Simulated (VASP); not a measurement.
# Pb (Fm-3m) in VASP: notebook

Pb is run at these levels: revPBE+D4, BLYP; tasks: single point.

Everything below comes from runs of VASP 6.6.1. Logs are shortened: lines on timing, memory, paths and dates and some standing lists are left out, and cuts for length are marked.

**1. The cell of the first run**

Symmetry: Fm-3m, No. 225, cubic system. The conventional cell has a = 4.917 Å, b = 4.917 Å, c = 4.917 Å, α = 90.00°, β = 90.00°, γ = 90.00°. Pb (site symmetry m-3m) has 12 Pb at 3.48 Å within 4.6 Å.

**2. Single point, revPBE+D4**

INCAR reads:

```
SYSTEM = Pb
ALGO = Fast
EDIFF = 1E-7
ENCUT = 520
GGA = RE
ISIF = 2
ISMEAR = -1
IVDW = 13
LASPH = .TRUE.
LCHARG = .FALSE.
LREAL = .FALSE.
LWAVE = .FALSE.
NBANDS = 13
NELM = 80
PREC = Accurate
SIGMA = 0.05
```

KPOINTS reads:

```
k-points
0
G
  9 9 9
  0 0 0
```

POSCAR reads:

```
Pb
1.0
    0.0000000000      2.4584086270      2.4584086270
    2.4584086270      0.0000000000      2.4584086270
    2.4584086270      2.4584086270      0.0000000000
Pb
1
Direct
    0.0000000000      0.0000000000      0.0000000000
```

Potentials or basis: VASP PAW PBE potentials, release 64 (Pb_d).

The run is started by

```console
cat potpaw_PBE.64/Pb_d/POTCAR > POTCAR
mpirun -np 1 vasp_std > vasp.out
```

OUTCAR:

```text
SYSTEM = Pb
   EDIFF = 1E-7
   ENCUT = 520
   GGA = RE
   ISIF = 2
   ISMEAR = -1
   IVDW = 13
   LASPH = .TRUE.
   LREAL = .FALSE.
   NELM = 80
   PREC = Accurate

 ion  position               nearest neighbor table
   1  0.000  0.000  0.000-

  LATTYP: Found a face centered cubic cell.
 ALAT       =     4.9168172540

  Lattice vectors:

 A1 = (   0.0000000000,   2.4584086270,   2.4584086270)
 A2 = (   2.4584086270,   0.0000000000,   2.4584086270)
 A3 = (   2.4584086270,   2.4584086270,   0.0000000000)

Analysis of symmetry for initial positions (statically):
=====================================================================
 Subroutine PRICEL returns:
 Original cell was already a primitive cell.

 Routine SETGRP: Setting up the symmetry group for a
 face centered cubic supercell.

 Subroutine GETGRP returns: Found 48 space group operations
 (whereof 48 operations were pure point group operations)
 out of a pool of 48 trial point group operations.

The static configuration has the point symmetry O_h .

Analysis of symmetry for dynamics (positions and initial velocities):
=====================================================================
 Subroutine PRICEL returns:
 Original cell was already a primitive cell.

 Routine SETGRP: Setting up the symmetry group for a
 face centered cubic supercell.

 Subroutine GETGRP returns: Found 48 space group operations
 (whereof 48 operations were pure point group operations)
 out of a pool of 48 trial point group operations.

The dynamic configuration has the point symmetry O_h .

 Subroutine INISYM returns: Found 48 space group operations
 (whereof 48 operations are pure point group operations),
 and found     1 'primitive' translations

----------------------------------------------------------------------------------------

                                     Primitive cell

  volume of cell :      29.7161

  direct lattice vectors                    reciprocal lattice vectors
     0.000000000  2.458408627  2.458408627    -0.203383601  0.203383601  0.203383601
     2.458408627  0.000000000  2.458408627     0.203383601 -0.203383601  0.203383601
     2.458408627  2.458408627  0.000000000     0.203383601  0.203383601 -0.203383601

  length of vectors
     3.476714822  3.476714822  3.476714822     0.352270731  0.352270731  0.352270731

  position of ions in fractional coordinates (direct lattice)
     0.000000000  0.000000000  0.000000000

  ion indices of the primitive-cell ions
   primitive index   ion index
                 1           1

----------------------------------------------------------------------------------------

 KPOINTS: k-points

Automatic generation of k-mesh.
 Grid dimensions read from file:
 generate k-points for:    9    9    9

 Generating k-lattice:

  Cartesian coordinates                     Fractional coordinates (reciprocal lattice)
    -0.022598178  0.022598178  0.022598178     0.111111111  0.000000000  0.000000000
     0.022598178 -0.022598178  0.022598178     0.000000000  0.111111111  0.000000000
     0.022598178  0.022598178 -0.022598178     0.000000000  0.000000000  0.111111111

  Length of vectors
     0.039141192  0.039141192  0.039141192

  Shift w.r.t. Gamma in fractional coordinates (k-lattice)
     0.000000000  0.000000000  0.000000000

 Subroutine IBZKPT returns following result:
 ===========================================

 Found     35 irreducible k-points:

 Following reciprocal coordinates:
            Coordinates               Weight
  0.000000  0.000000  0.000000      1.000000
  0.111111  0.000000  0.000000      8.000000
  0.222222  0.000000  0.000000      8.000000
  0.333333  0.000000  0.000000      8.000000
  0.444444  0.000000  0.000000      8.000000
  0.111111  0.111111  0.000000      6.000000
[... 16 lines left out ...]
 -0.333333  0.333333  0.000000     12.000000
  0.444444  0.444444  0.000000      6.000000
 [... further k-points ...]
   k-points           NKPTS =     35   k-points in BZ     NKDIM =     35   number of bands    NBANDS=     13
   number of dos      NEDOS =    301   number of ions     NIONS =      1
   total plane-waves  NPLWV =  21952
   dimension x,y,z NGX =    28 NGY =   28 NGZ =   28
   dimension x,y,z NGXF=    56 NGYF=   56 NGZF=   56
   ions per type =               1
   NGX,Y,Z   is equivalent  to a cutoff of  13.39, 13.39, 13.39 a.u.
   NGXF,Y,Z  is equivalent  to a cutoff of  26.78, 26.78, 26.78 a.u.
 SYSTEM =  Pb
   PREC   = accura    normal or accurate (medium, high low for compatibility)
   ISTART =      0    job   : 0-new  1-cont  2-samecut
   ICHARG =      2    charge: 1-file 2-atom 10-const
   ISPIN  =      1    spin polarized calculation?
   LNONCOLLINEAR =      F non collinear calculations
   LSORBIT =      F    spin-orbit coupling
   LASPH  =      T    aspherical Exc in radial PAW
   ENCUT  =  520.0 eV  38.22 Ry    6.18 a.u.   6.46  6.46  6.46*2*pi/ulx,y,z
   NELM   =     80;   NELMIN=  2; NELMDL= -5     # of ELM steps
   EDIFF  = 0.1E-06   stopping-criterion for ELM
   LREAL  =      F    real-space projection
   EDIFFG = 0.1E-05   stopping-criterion for IOM
   NSW    =      0    number of steps for IOM
   IBRION =     -1    ionic relax: 0-MD 1-quasi-New 2-CG
   NFREE  =      0    steps in history (QN), initial steepest desc. (CG)
   ISIF   =      2    stress and relaxation
   ISYM   =      2    0-nonsym 1-usesym 2-fastsym
   POTIM  = 0.5000    time-step for ionic-motion
   TEBEG  =    0.0;   TEEND  =   0.0 temperature during run
   PSTRESS=    0.0 pullay stress
   NELECT =      14.0000    total number of electrons
   NUPDOWN=      -1.0000    fix difference up-down
   EMIN   =  10.00;   EMAX   =-10.00  energy-range for DOS
   EFERMI =   0.00;   METHOD = LEGACY
   ISMEAR =    -1;   SIGMA  =   0.05  broadening in eV -4-tet -1-fermi 0-gaus
   EFERMI_NEDOS =   21; number of points for ismear=-14 and -15
   IALGO  =     68    algorithm
   IMIX   =      4    mixing-type and parameters
     AMIX     =   0.40;   BMIX     =  1.00
     AMIX_MAG =   1.60;   BMIX_MAG =  1.00
  volume/ion in A,a.u.               =      29.72       200.53
  Fermi-wavevector in a.u.,A,eV,Ry     =   1.273855  2.407238 22.078274  1.622707
  Thomas-Fermi vector in A             =   2.406656
   LORBIT       =      0    0 simple, 1 ext, 2 COOP (PROOUT), +10 PAW based schemes
   GGA     = RE    functional components
   LHFCALC =     F    Hartree Fock is set to
   AEXX    =    0.0000 exact exchange contribution
   IVDW    =    13    specifies the selected vdW correction
   LEPSILON=     F    determine dielectric tensor
   LRPA    =     F    only Hartree local field effects (RPA)
 non-spin polarized calculation
 RMM-DIIS sequential band-by-band and
  energy-cutoff  :      520.00
  volume of cell :       29.72
 maximum number of plane-waves:       821
 NGX is ok and might be reduce to    28
   NGX = 13   NGY = 13   NGZ = 13

 number of electron      13.9999999 magnetization

 Free energy of the ion-electron system (eV)
  ---------------------------------------------------
  ext. energy  EPLUGINS =         0.00000000
  ---------------------------------------------------
  free energy    TOTEN  =        -3.22138708 eV

  energy without entropy =       -3.21832828  energy(sigma->0) =       -3.21985768

 E-fermi :   7.4509     XC(G=0): -10.2132

 val. band max:        7.2292837534   @ k =  -0.3333   0.3333   0.1111
 cond. band min:       7.4534151664   @ k =  -0.2222   0.3333   0.1111
 fundamental gap:      0.2241314131
 Fermi energy:         7.4509114608

 k-point     1 :       0.0000    0.0000    0.0000
  band No.  band energies     occupation
      1      -9.5369      2.00000
      2      -9.5369      2.00000
      3      -9.5369      2.00000
      4      -9.3891      2.00000
      5      -9.3891      2.00000
      6      -4.2860      2.00000
      7      15.2003      0.00000
      8      15.2003      0.00000
      9      15.2003      0.00000
     10      17.3497      0.00000
     11      19.1727      0.00000
     12      20.2255      0.00000
     13      20.2255      0.00000

 k-point     2 :       0.1111    0.0000    0.0000
  band No.  band energies     occupation
      1      -9.5377      2.00000
      2      -9.5196      2.00000
      3      -9.5196      2.00000
      4      -9.3893      2.00000
      5      -9.3893      2.00000
      6      -4.0430      2.00000
      7      12.7741      0.00000
      8      14.9106      0.00000
      9      14.9106      0.00000
     10      16.9940      0.00000
     11      20.1033      0.00000
     12      20.7440      0.00000
     13      20.7450      0.00000

 k-point     3 :       0.2222    0.0000    0.0000
  band No.  band energies     occupation
      1      -9.5439      2.00000
      2      -9.4991      2.00000
      3      -9.4991      2.00000
      4      -9.3655      2.00000
      5      -9.3655      2.00000
      6      -3.3143      2.00000
      7       9.2371      0.00000
      8      14.2959      0.00000
      9      14.2959      0.00000
     10      16.6831      0.00000
     11      19.5386      0.00000
     12      20.3351      0.00000
     13      20.3351      0.00000
[... 305 lines left out ...]
 k-point    23 :      -0.3333    0.3333    0.0000
  band No.  band energies     occupation
      1      -9.5962      2.00000
      2      -9.4301      2.00000
      3      -9.3801      2.00000
      4      -9.3559      2.00000
      5      -9.2875      2.00000
      6       0.4529      2.00000
      7       5.7482      2.00000
      8       6.0154      2.00000
      9      11.3360      0.00000
     10      14.5567      0.00000
     11      21.4896      0.00000
     12      23.1087      0.00000
     13      23.1144      0.00000

 k-point    24 :       0.4444    0.4444    0.0000
  band No.  band energies     occupation
      1      -9.7052      2.00000
      2      -9.6097      2.00000
      3      -9.2630      2.00000
      4      -9.2218      2.00000
      5      -9.2218      2.00000
      6       0.4539      2.00000
      7       4.8436      2.00000
      8       9.7867      0.00000
      9       9.7867      0.00000
     10      13.1167      0.00000
     11      14.3347      0.00000
     12      25.9709      0.00000
     13      27.7920      0.00000

 [... further k-points ...]

------------------------ aborting loop because EDIFF is reached ----------------------------------------

  DFT-D4 for vdW energy calculation

  Edisp (eV):   -0.60922

  FORCE on cell =-STRESS in cart. coord.  units (eV):
  Direction    XX          YY          ZZ          XY          YZ          ZX
  --------------------------------------------------------------------------------------
  -------------------------------------------------------------------------------------
  Total       0.23374     0.23374     0.23374    -0.00000     0.00000    -0.00000
  in kB      12.60234    12.60234    12.60234    -0.00000     0.00000    -0.00000
  external pressure =       12.60 kB  Pullay stress =        0.00 kB

 VOLUME and BASIS-vectors are now :
 -----------------------------------------------------------------------------
  energy-cutoff  :      520.00
  volume of cell :       29.72
      direct lattice vectors                 reciprocal lattice vectors
     0.000000000  2.458408627  2.458408627    -0.203383601  0.203383601  0.203383601
     2.458408627  0.000000000  2.458408627     0.203383601 -0.203383601  0.203383601
     2.458408627  2.458408627  0.000000000     0.203383601  0.203383601 -0.203383601

 POSITION                                       TOTAL-FORCE (eV/Angst)
 -----------------------------------------------------------------------------------
      0.00000      0.00000      0.00000         0.000000      0.000000     -0.000000
 -----------------------------------------------------------------------------------
    total drift:                               -0.000000     -0.000000     -0.000000

  FREE ENERGIE OF THE ION-ELECTRON SYSTEM (eV)
  ---------------------------------------------------
  free  energy   TOTEN  =        -3.8306099826 eV

  energy  without entropy=       -3.8275511795  energy(sigma->0) =       -3.82908058
```

Wall time 15 s (1 thread of AMD EPYC 7R13, shared host); peak memory 0.15 GiB.

Results:

```yaml
Free_energy: -3.8306 eV
Pressure: 1.3 GPa
Band_gap_on_the_k_mesh: zero (band 7 reaches 15.20 eV, above the bottom of band 8 at 6.02 eV)
Dispersion_energy_per_atom: -0.609 eV
```

Caveat: the PAW data sets were made with another functional, which shifts forces and pressure a little; spin-orbit coupling is left out, which moves the levels of the heavy elements; pairwise dispersion overbinds metals, which lowers pressure and volume.

(Continued in part 2 of 2.)
